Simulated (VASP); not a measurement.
# Ni3Ge: single point with LDA

Crystal: Ni3Ge.

```
Ni Ge
1.0
     3.41744    0.00000    0.00000
     0.00000    3.41744    0.00000
     0.00000    0.00000    3.41744
Ni Ge
3 1
Direct
  0.50000 0.00000 0.50000
  0.00000 0.50000 0.50000
  0.50000 0.50000 0.00000
  0.00000 0.00000 0.00000
```

```json
{
 "Program": "VASP 6.6.1",
 "Task": "single point",
 "Functional": "LDA",
 "Potentials or basis": "VASP PAW LDA potentials, release 64 (Ni, Ge_d)",
 "Cutoff": "520 eV",
 "k mesh": "12 × 12 × 12",
 "Occupations": "gaussian, width 0.15 eV",
 "Spin": "collinear spin, ferromagnetic start",
 "Starting moments": "[0.75, 0.75, 0.75, 0.0] μB",
 "Fixed moment": "2.25 μB"
}
```

```json
{"Pressure": "23.6 GPa", "Net moment": "2.25 μB per cell", "Site moments": "Ni +0.70; Ge +0.10 μB", "Valence electrons inside the program's atomic spheres": "Ni 9.65; Ge 12.69"}
```

Wall time 5.1 min on 1 thread of Oxide Virtual Turin-like Processor, with other jobs on the host, peak memory 0.23 GiB.

Caveat: the cell stands under pressure; the total moment is fixed, so each spin has its own Fermi level and the state may be an excited one.
